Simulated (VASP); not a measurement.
# Cr (P6_3/mmc) in VASP: notebook

Cr is run at these levels: r2SCAN; tasks: single point, relaxation of cell and atoms.

Everything below comes from runs of VASP 6.6.1. Logs are shortened: lines on timing, memory, paths and dates and some standing lists are left out, and cuts for length are marked.

### 1 The cell of the first run

It takes space group P6_3/mmc (No. 194, hexagonal). Conventional cell: a = 2.594 Å, b = 2.594 Å, c = 8.125 Å, α = 90.00°, β = 90.00°, γ = 120.00°. Cr (site symmetry 3m) has 10 Cr at 2.06 to 2.59 Å within 2.7 Å.

This isn't the form of Cr at room conditions, which is bcc.

### 2 Single point, r2SCAN

POSCAR

```
Cr
1.0
    2.5944545698      0.0000000000      0.0000000000
   -1.2972272849      2.2468635664      0.0000000000
    0.0000000000      0.0000000000      8.1248819209
Cr
4
Direct
    0.3333333333      0.6666666667      0.3769949952
    0.6666666667      0.3333333333      0.8769949952
    0.6666666667      0.3333333333      0.6230050048
    0.3333333333      0.6666666667      0.1230050048
```

INCAR.step1

```
SYSTEM = Cr
ALGO = Normal
EDIFF = 1E-4
ENCUT = 520
GGA = PE
ISMEAR = 0
LASPH = .TRUE.
LCHARG = .FALSE.
LREAL = .FALSE.
LWAVE = .TRUE.
NBANDS = 32
NELM = 100
PREC = Accurate
SIGMA = 0.1
```

INCAR.step2

```
SYSTEM = Cr
ALGO = Normal
EDIFF = 1E-6
ENCUT = 520
ISIF = 2
ISMEAR = 0
ISTART = 1
LASPH = .TRUE.
LCHARG = .TRUE.
LELF = .TRUE.
LMIXTAU = .TRUE.
LREAL = .FALSE.
LVHAR = .TRUE.
LWAVE = .FALSE.
METAGGA = R2SCAN
NBANDS = 32
NELM = 100
PREC = Accurate
SIGMA = 0.1
```

KPOINTS

```
k-points
0
G
  21 21 6
  0 0 0
```

Potentials or basis: VASP PAW PBE potentials, release 64 (Cr_pv).

Started as:

```bash
cat potpaw_PBE.64/Cr_pv/POTCAR > POTCAR
cp INCAR.step1 INCAR
mpirun -np 1 vasp_std > vasp.out
cp INCAR.step2 INCAR
mpirun -np 1 vasp_std > vasp.out
```

OUTCAR:

```text
SYSTEM = Cr
   EDIFF = 1E-6
   ENCUT = 520
   ISIF = 2
   ISMEAR = 0
   ISTART = 1
   LASPH = .TRUE.
   LREAL = .FALSE.
   METAGGA = R2SCAN
   NELM = 100
   PREC = Accurate

 ion  position               nearest neighbor table
   1  0.333  0.667  0.377-   4 2.06   3 2.50   3 2.50   3 2.50
   2  0.667  0.333  0.877-   3 2.06   4 2.50   4 2.50   4 2.50
   3  0.667  0.333  0.623-   2 2.06   1 2.50   1 2.50   1 2.50
   4  0.333  0.667  0.123-   1 2.06   2 2.50   2 2.50   2 2.50

  LATTYP: Found a hexagonal cell.
 ALAT       =     2.5944545698
 C/A-ratio  =     3.1316339147

  Lattice vectors:

 A1 = (   2.5944545698,   0.0000000000,   0.0000000000)
 A2 = (  -1.2972272849,   2.2468635664,   0.0000000000)
 A3 = (   0.0000000000,   0.0000000000,   8.1248819209)

Analysis of symmetry for initial positions (statically):
=====================================================================
 Subroutine PRICEL returns:
 Original cell was already a primitive cell.

 Routine SETGRP: Setting up the symmetry group for a
 hexagonal supercell.

 Subroutine GETGRP returns: Found 24 space group operations
 (whereof 12 operations were pure point group operations)
 out of a pool of 24 trial point group operations.

The static configuration has the point symmetry D_3d.
 The point group associated with its full space group is D_6h.

Analysis of symmetry for dynamics (positions and initial velocities):
=====================================================================
 Subroutine PRICEL returns:
 Original cell was already a primitive cell.

 Routine SETGRP: Setting up the symmetry group for a
 hexagonal supercell.

 Subroutine GETGRP returns: Found 24 space group operations
 (whereof 12 operations were pure point group operations)
 out of a pool of 24 trial point group operations.

The dynamic configuration has the point symmetry D_3d.
 The point group associated with its full space group is D_6h.

 Subroutine INISYM returns: Found 24 space group operations
 (whereof 12 operations are pure point group operations),
 and found     1 'primitive' translations

----------------------------------------------------------------------------------------

                                     Primitive cell

[... 90 lines left out ...]
   LSORBIT =      F    spin-orbit coupling
   LASPH  =      T    aspherical Exc in radial PAW
   ENCUT  =  520.0 eV  38.22 Ry    6.18 a.u.   4.82  4.82 15.11*2*pi/ulx,y,z
   NELM   =    100;   NELMIN=  2; NELMDL=  0     # of ELM steps
   EDIFF  = 0.1E-05   stopping-criterion for ELM
   LREAL  =      F    real-space projection
   EDIFFG = 0.1E-04   stopping-criterion for IOM
   NSW    =      0    number of steps for IOM
   IBRION =     -1    ionic relax: 0-MD 1-quasi-New 2-CG
   NFREE  =      0    steps in history (QN), initial steepest desc. (CG)
   ISIF   =      2    stress and relaxation
   ISYM   =      2    0-nonsym 1-usesym 2-fastsym
   POTIM  = 0.5000    time-step for ionic-motion
   TEBEG  =    0.0;   TEEND  =   0.0 temperature during run
   PSTRESS=    0.0 pullay stress
   NELECT =      48.0000    total number of electrons
   NUPDOWN=      -1.0000    fix difference up-down
   EMIN   =  10.00;   EMAX   =-10.00  energy-range for DOS
   EFERMI =   0.00;   METHOD = LEGACY
   ISMEAR =     0;   SIGMA  =   0.10  broadening in eV -4-tet -1-fermi 0-gaus
   EFERMI_NEDOS =   21; number of points for ismear=-14 and -15
   IALGO  =     38    algorithm
   IMIX   =      4    mixing-type and parameters
     AMIX     =   0.40;   BMIX     =  1.00
     AMIX_MAG =   1.60;   BMIX_MAG =  1.00
  volume/ion in A,a.u.               =      11.84        79.91
  Fermi-wavevector in a.u.,A,eV,Ry     =   1.644404  3.107474 36.791050  2.704066
  Thomas-Fermi vector in A             =   2.734376
   LORBIT       =      0    0 simple, 1 ext, 2 COOP (PROOUT), +10 PAW based schemes
   METAGGA = R2SCAN    functional components
   LHFCALC =     F    Hartree Fock is set to
   AEXX    =    0.0000 exact exchange contribution
   IVDW    =     0    specifies the selected vdW correction
   LEPSILON=     F    determine dielectric tensor
   LRPA    =     F    only Hartree local field effects (RPA)
 non-spin polarized calculation
 Gauss-broadening in eV      SIGMA  =   0.10
  energy-cutoff  :      520.00
  volume of cell :       47.36
 maximum number of plane-waves:      1299
 NGX is ok and might be reduce to    20
   NGX =  9   NGY =  9   NGZ = 31

 number of electron      48.0000014 magnetization

 Free energy of the ion-electron system (eV)
  ---------------------------------------------------
  ext. energy  EPLUGINS =         0.00000000
  ---------------------------------------------------
  free energy    TOTEN  =       -56.22227145 eV

  energy without entropy =      -56.19169024  energy(sigma->0) =      -56.20698085

 E-fermi :  10.6125     XC(G=0): -14.6957

 val. band max:       10.6106364977   @ k =   0.4286   0.0476   0.3333
 cond. band min:      10.6125503753   @ k =   0.2857   0.0952   0.1667
 fundamental gap:      0.0019138776
 Fermi energy:        10.6125459608

 k-point     1 :       0.0000    0.0000    0.0000
  band No.  band energies     occupation
      1     -34.9542      2.00000
      2     -34.4514      2.00000
      3     -33.6609      2.00000
      4     -33.6609      2.00000
      5     -33.5816      2.00000
      6     -33.5816      2.00000
[... 829 lines left out ...]
     31      12.0569      0.00000
     32      12.3523      0.00000

 [... further k-points ...]

------------------------ aborting loop because EDIFF is reached ----------------------------------------

  FORCE on cell =-STRESS in cart. coord.  units (eV):
  Direction    XX          YY          ZZ          XY          YZ          ZX
  --------------------------------------------------------------------------------------
  -------------------------------------------------------------------------------------
  Total        0.0935733      0.0935733      1.0746797     -0.0000000      0.0000000      0.0000000
  in kB        3.1653574      3.1653574     36.3537988     -0.0000000      0.0000000      0.0000000
  external PRESSURE =      14.2281712 kB  Pullay stress =       0.0000000 kB

 VOLUME and BASIS-vectors are now :
 -----------------------------------------------------------------------------
  energy-cutoff  :      520.00
  volume of cell :       47.36
      direct lattice vectors                 reciprocal lattice vectors
     2.594454570  0.000000000  0.000000000     0.385437468  0.222532426  0.000000000
    -1.297227285  2.246863566  0.000000000     0.000000000  0.445064852  0.000000000
     0.000000000  0.000000000  8.124881921     0.000000000  0.000000000  0.123078712

 POSITION                                       TOTAL-FORCE (eV/Angst)
 -----------------------------------------------------------------------------------
     -0.00000      1.49791      3.06304        -0.000000      0.000000      0.253773
      1.29723      0.74895      7.12548         0.000000     -0.000000      0.253773
      1.29723      0.74895      5.06184         0.000000     -0.000000     -0.253773
     -0.00000      1.49791      0.99940        -0.000000      0.000000     -0.253773
 -----------------------------------------------------------------------------------
    total drift:                               -0.000000      0.000000     -0.000000

  FREE ENERGIE OF THE ION-ELECTRON SYSTEM (eV)
  ---------------------------------------------------
  free  energy   TOTEN  =       -56.2222714539 eV

  energy  without entropy=      -56.1916902412  energy(sigma->0) =      -56.20698085
```

It took 21 min on 1 thread of Intel Xeon Platinum 8259CL at 2.50GHz (Skylake/Cascade Lake), shared host; peak memory 0.33 GiB.

Results:

```yaml
Free_energy: -56.2223 eV
Pressure: 1.4 GPa
Largest_force: 0.254 eV/Å
Band_gap_on_the_k_mesh: zero (bands 24 and 25 overlap by 0.82 eV)
```

Forces on the atoms (eV/Å):
```
Cr   0.000  0.000  0.254
Cr   0.000  0.000  0.254
Cr   0.000  0.000 -0.254
Cr   0.000  0.000 -0.254
```

Caveat: the PAW data sets were made with another functional, which shifts forces and pressure a little; the run has no spin polarisation, though such a crystal can be magnetic. Spin polarisation is off, so any magnetic state and its effect on volume and gap are missing.

### 3 Single point, r2SCAN

POSCAR

```
Cr
1.0
    2.5852652528      0.0000000000      0.0000000000
   -1.2926326264      2.2389053844      0.0000000000
    0.0000000000      0.0000000000      8.1825857152
Cr
4
Direct
    0.3333333333      0.6666666667      0.3774188450
    0.6666666667      0.3333333333      0.8774188450
    0.6666666667      0.3333333333      0.6225811550
    0.3333333333      0.6666666667      0.1225811550
```

INCAR.step1

```
PREC = Accurate ; ENCUT = 520
ISMEAR = 0 ; SIGMA = 0.1
LREAL = False ; LASPH = True
NELM = 80 ; NBANDS = 32
GGA = PE ; ALGO = Normal
EDIFF = 1E-4 ; LWAVE = True
LCHARG = False
```

INCAR.step2

```
PREC = Accurate ; ENCUT = 520
EDIFF = 1E-6 ; ISMEAR = 0
SIGMA = 0.1 ; LREAL = False
LASPH = True ; NELM = 80
ALGO = Normal ; ISIF = 2
LWAVE = False ; LCHARG = True
METAGGA = R2SCAN ; LMIXTAU = True
LELF = True ; LVHAR = True
NBANDS = 32 ; ISTART = 1
```

KPOINTS

```
Automatic mesh
0
Gamma
  9 9 2
```

Potentials or basis: VASP PAW PBE potentials, release 64 (Cr_pv).

Started as:

```bash
cat potpaw_PBE.64/Cr_pv/POTCAR > POTCAR
cp INCAR.step1 INCAR
mpirun -np 1 vasp_std > vasp.out
cp INCAR.step2 INCAR
mpirun -np 1 vasp_std > vasp.out
```

Wall time 82 s (1 thread of Intel Xeon 6975P-C (Granite Rapids), shared host); peak memory 0.18 GiB.

It converged, with:

```
Free energy            : -56.2690 eV
Pressure               : 1.2 GPa
Largest force          : 0.194 eV/Å
Band gap on the k mesh : zero (bands 24 and 25 overlap by 0.86 eV)
```

Forces in eV/Å, atoms in the order of the input:
```
Cr   0.000  0.000  0.194
Cr   0.000  0.000  0.194
Cr   0.000  0.000 -0.194
Cr   0.000  0.000 -0.194
```

Stress tensor (GPa, compression positive):
```
0.44 0.00 0.00
0.00 0.44 0.00
0.00 0.00 2.80
```

Levels at points of the mesh, in eV from the Fermi level:
| k point | band 21 | band 22 | band 23 | band 24 | band 25 | band 26 | band 27 | band 28 |
| --- | --- | --- | --- | --- | --- | --- | --- | --- |
| (0.00, 0.00, 0.00) | -0.81 | -0.81 | -0.21 | -0.21 | -0.03 | -0.03 | 0.36 | 0.36 |
| (0.00, 0.00, 0.50) | -0.69 | -0.69 | -0.37 | -0.37 | -0.37 | -0.37 | 0.26 | 0.26 |

Caveat: the k points lie up to 0.38 Å⁻¹ apart, too coarse for converged energies and pressures of a metal; the PAW data sets were made with another functional, which shifts forces and pressure a little; the run has no spin polarisation, though such a crystal can be magnetic. Spin polarisation is off, so any magnetic state and its effect on volume and gap are missing.

### 4 Single point, r2SCAN, collinear spin

POSCAR

```
Cr
1.0
    2.5840033398      0.0000000000      0.0000000000
   -1.2920016699      2.2378125357      0.0000000000
    0.0000000000      0.0000000000      8.1791223164
Cr
4
Direct
    0.3333333333      0.6666666667      0.3778277944
    0.6666666667      0.3333333333      0.8778277944
    0.6666666667      0.3333333333      0.6221722056
    0.3333333333      0.6666666667      0.1221722056
```

INCAR.step1

```
ALGO     = Normal         # electronic algorithm
EDIFF    = 1E-4           # SCF threshold, eV
ENCUT    = 520            # plane-wave cutoff, eV
GGA      = PE             # functional
ISMEAR   = 0              # smearing method
ISPIN    = 2              # spin polarisation
LASPH    = T              # aspherical terms in the spheres
LCHARG   = F              # write CHGCAR
LMAXMIX  = 4              # l up to which the mixer works
LREAL    = F              # projectors in reciprocal space
LWAVE    = T              # write WAVECAR
MAGMOM   = 0.08 0.08 0.08 0.08 # initial moments
NBANDS   = 36             # bands
NELM     = 150            # most SCF steps
PREC     = Accurate       # precision mode
SIGMA    = 0.1            # smearing width, eV
```

INCAR.step2

```
ALGO     = Normal         # electronic algorithm
EDIFF    = 1E-6           # SCF threshold, eV
ENCUT    = 520            # plane-wave cutoff, eV
ISIF     = 2              # what is computed and relaxed
ISMEAR   = 0              # smearing method
ISPIN    = 2              # spin polarisation
ISTART   = 1            
LASPH    = T              # aspherical terms in the spheres
LCHARG   = T              # write CHGCAR
LELF     = T              # ELF
LMAXMIX  = 4              # l up to which the mixer works
LMIXTAU  = T            
LORBIT   = 11             # projections on sites
LREAL    = F              # projectors in reciprocal space
LVHAR    = T            
LWAVE    = F              # write WAVECAR
MAGMOM   = 0.08 0.08 0.08 0.08 # initial moments
METAGGA  = R2SCAN         # meta-GGA
NBANDS   = 36             # bands
NELM     = 150            # most SCF steps
PREC     = Accurate       # precision mode
SIGMA    = 0.1            # smearing width, eV
```

KPOINTS

```
k-points
0
Gamma
  6 6 4
```

Started as:

```bash
cat potpaw_PBE.64/Cr_pv/POTCAR > POTCAR
cp INCAR.step1 INCAR
mpirun -np 1 vasp_std > vasp.out
cp INCAR.step2 INCAR
mpirun -np 1 vasp_std > vasp.out
```

It took 2.2 min on 1 thread of Intel Xeon 6975P-C (Granite Rapids), shared host; peak memory 0.21 GiB.

Results (log left out):

| Property | Result |
| --- | --- |
| Free energy | -56.2856 eV |
| Pressure | 1.1 GPa |
| Largest force | 0.172 eV/Å |
| Band gap on the k mesh | zero (filled and empty bands overlap) |
| Net moment | 0.00 μB per cell |
| Valence electrons inside the program's atomic spheres | Cr 11.33 |

Forces in eV/Å, atoms in the order of the input:
```
Cr   0.000  0.000  0.172
Cr   0.000  0.000  0.172
Cr   0.000  0.000 -0.172
Cr   0.000  0.000 -0.172
```

Stress tensor (GPa, compression positive):
```
0.34 0.00 0.00
0.00 0.34 0.00
0.00 0.00 2.74
```

Levels at points of the mesh, in eV from the Fermi level:
Spin up:
```csv
k point,band 20,band 21,band 22,band 23,band 24,band 25,band 26,band 27,band 28,band 29
"(0.00, 0.00, 0.00)",-0.74,-0.73,-0.73,-0.14,-0.14,0.04,0.04,0.45,0.45,0.48
"(0.50, 0.00, 0.00)",-1.75,-1.58,-1.07,0.23,0.59,0.79,0.90,2.40,2.54,2.64
"(0.00, 0.00, 0.50)",-0.61,-0.61,-0.61,-0.31,-0.31,-0.31,-0.31,0.34,0.34,0.81
"(0.50, 0.00, 0.50)",-1.84,-0.59,-0.59,-0.31,-0.31,1.26,1.26,2.23,2.23,2.50
```
Spin down:
```csv
k point,band 22,band 23,band 24,band 25,band 26,band 27
"(0.00, 0.00, 0.00)",-0.73,-0.14,-0.14,0.04,0.04,0.45
"(0.50, 0.00, 0.00)",-1.07,0.23,0.59,0.79,0.90,2.40
"(0.00, 0.00, 0.50)",-0.61,-0.31,-0.31,-0.31,-0.31,0.34
"(0.50, 0.00, 0.50)",-0.59,-0.31,-0.31,1.26,1.26,2.23
```

Caveat: the k points lie up to 0.47 Å⁻¹ apart, too coarse for converged energies and pressures of a metal; the PAW data sets were made with another functional, which shifts forces and pressure a little.

### 5 Single point, r2SCAN, collinear spin, ferromagnetic start

This run uses another cell than the first one, of 13.31 Å³/atom.

POSCAR

```
Cr
1.0
    3.3400679813      0.0000000000      0.0000000000
   -1.6700339906      2.8925837222      0.0000000000
    0.0000000000      0.0000000000      5.5111121691
Cr
4
Direct
    0.3333333333      0.6666666667      0.4375000000
    0.6666666667      0.3333333333      0.9375000000
    0.6666666667      0.3333333333      0.5625000000
    0.3333333333      0.6666666667      0.0625000000
```

INCAR.step1

```
SYSTEM = Cr
ALGO     = Normal         ! electronic algorithm
EDIFF    = 1E-4           ! SCF threshold, eV
ENCUT    = 520            ! plane-wave cutoff, eV
GGA      = PE             ! functional
ISMEAR   = 0              ! smearing method
ISPIN    = 2              ! spin polarisation
LASPH    = .True.         ! aspherical terms in the spheres
LCHARG   = .False.        ! write CHGCAR
LMAXMIX  = 4              ! l up to which the mixer works
LREAL    = .False.        ! projectors in reciprocal space
LWAVE    = .True.         ! write WAVECAR
MAGMOM   = 3 3 3 3        ! initial moments
NBANDS   = 36             ! bands
NELM     = 150            ! most SCF steps
PREC     = Accurate       ! precision mode
SIGMA    = 0.1            ! smearing width, eV
```

INCAR.step2

```
SYSTEM = Cr
ALGO     = Normal         ! electronic algorithm
EDIFF    = 1E-6           ! SCF threshold, eV
ENCUT    = 520            ! plane-wave cutoff, eV
ISIF     = 2              ! what is computed and relaxed
ISMEAR   = 0              ! smearing method
ISPIN    = 2              ! spin polarisation
ISTART   = 1            
LASPH    = .True.         ! aspherical terms in the spheres
LCHARG   = .False.        ! write CHGCAR
LMAXMIX  = 4              ! l up to which the mixer works
LMIXTAU  = .True.       
LORBIT   = 11             ! projections on sites
LREAL    = .False.        ! projectors in reciprocal space
LWAVE    = .False.        ! write WAVECAR
MAGMOM   = 3 3 3 3        ! initial moments
METAGGA  = R2SCAN         ! meta-GGA
NBANDS   = 36             ! bands
NELM     = 150            ! most SCF steps
PREC     = Accurate       ! precision mode
SIGMA    = 0.1            ! smearing width, eV
```

KPOINTS

```
k-points
0
Gamma
  6 6 4
  0 0 0
```

Started as:

```bash
cat potpaw_PBE.64/Cr_pv/POTCAR > POTCAR
cp INCAR.step1 INCAR
mpirun -np 1 vasp_std > vasp.out
cp INCAR.step2 INCAR
mpirun -np 1 vasp_std > vasp.out
```

It took 2.4 min on 1 thread of Intel Xeon 6975P-C (Granite Rapids), shared host; peak memory 0.25 GiB.

It converged, with:

```
Free energy                                           : -49.1694 eV
Pressure                                              : 31.5 GPa
Largest force                                         : 0.702 eV/Å
Band gap on the k mesh                                : zero (filled and empty bands overlap)
Net moment                                            : 0.00 μB per cell
Valence electrons inside the program's atomic spheres : Cr 11.74
```

Forces in eV/Å, atoms in the order of the input:
```
Cr   0.000  0.000 -0.702
Cr   0.000  0.000 -0.702
Cr   0.000  0.000  0.702
Cr   0.000  0.000  0.702
```

Stress tensor (GPa, compression positive):
```
31.50  0.00  0.00
 0.00 31.50  0.00
 0.00  0.00 31.63
```

Levels at points of the mesh, in eV from the Fermi level:
Spin up:
```
           k point  band 20  band 21  band 22  band 23  band 24  band 25  band 26  band 27  band 28  band 29
(0.00, 0.00, 0.00)    -1.68    -1.30    -1.30    -0.90    -0.90     0.08     1.01     1.01     1.43     2.19
(0.50, 0.00, 0.00)    -1.23    -0.68    -0.40    -0.25     0.06     0.54     0.73     1.02     2.30     2.40
(0.00, 0.00, 0.50)    -1.64    -1.64    -1.64    -1.18    -1.18    -0.18    -0.18     1.78     1.78     1.78
(0.50, 0.00, 0.50)    -1.53    -0.98    -0.98    -0.91    -0.91     0.23     0.23     1.92     1.92     3.18
```
Spin down:
| k point | band 22 | band 23 | band 24 | band 25 | band 26 | band 27 |
| --- | --- | --- | --- | --- | --- | --- |
| (0.00, 0.00, 0.00) | -1.30 | -0.90 | -0.90 | 0.08 | 1.01 | 1.01 |
| (0.50, 0.00, 0.00) | -0.40 | -0.25 | 0.06 | 0.54 | 0.73 | 1.02 |
| (0.00, 0.00, 0.50) | -1.64 | -1.18 | -1.18 | -0.18 | -0.18 | 1.78 |
| (0.50, 0.00, 0.50) | -0.98 | -0.91 | -0.91 | 0.23 | 0.23 | 1.92 |

Caveat: the k points lie up to 0.36 Å⁻¹ apart; the PAW data sets were made with another functional, which shifts forces and pressure a little.

[end of part 1 of 2]
